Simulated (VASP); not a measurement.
Input of a VASP 6.6.1 run:

Contents of INCAR:

```
SYSTEM = C
  PREC = Accurate
  ENCUT = 520
  EDIFF = 1E-6
  ISMEAR = 0
  SIGMA = 0.05
  LREAL = .FALSE.
  LASPH = .TRUE.
  NELM = 60
  ALGO = Normal
  ISIF = 2
  LWAVE = .FALSE.
  LCHARG = .FALSE.
  GGA = PE
  NBANDS = 11
```

The input KPOINTS:

```
regular mesh
0
G
  12 12 12
  0 0 0
```

POSCAR

```
C
1.0
    0.0000000000      1.7298980000      1.8369020000
    1.7298980000      0.0000000000      1.8369020000
    1.7298980000      1.7298980000      0.0000000000
C
2
Direct
    0.5000000000      0.5000000000      0.5000000000
    0.7500000000      0.7500000000      0.7500000000
```

Potentials or basis: VASP PAW PBE potentials, release 64 (C).

Run with:

```bash
$ cat potpaw_PBE.64/C/POTCAR > POTCAR
$ mpirun -np 1 vasp_std > vasp.out
```

What does it give for the band gap on the k mesh?

3.45 eV, indirect (least direct gap 5.13 eV).

What does it give for the pressure?

17.2 GPa.

Stress tensor (GPa, compression positive):
```
 37.64   0.00   0.00
  0.00  37.64   0.00
  0.00   0.00 -23.59
```

Caveat: the cell differs from its parent crystal (strain -0.030 along x and y, +0.030 along z). A k mesh can miss the band edges.
